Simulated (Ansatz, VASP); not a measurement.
**Two plane-wave programs on Ti**

```xyz
1
Lattice="-1.6022 1.6022 1.6022 1.6022 -1.6022 1.6022 1.6022 1.6022 -1.6022" Properties=species:S:1:pos:R:3 pbc="T T T"
Ti    0.0000    0.0000    0.0000
```

Change from the starting cell: volume scaled by 0.95, PAW files.

Alike in both runs: task single point; functional PBE; k mesh 16 × 16 × 16; occupations fermi-dirac, width 0.1 eV; no spin polarisation.

|  | VASP | Ansatz |
| --- | --- | --- |
| version | VASP 6.6.1 | Ansatz 0.2.0 |
| potentials or method | VASP PAW PBE potentials, release 64 (Ti_sv) | PAW with Ansatz's default frozen-core files, scalar-relativistic |
| plane-wave cutoff (eV) | 520 | 420 |
| valence electrons in the cell | 12 | 12 |

```tsv
	VASP	Ansatz	Ansatz less VASP
pressure (GPa)	5.5	5.9	+0.33
```

With one functional, cell and mesh, what is left measures potentials, basis and numerics.
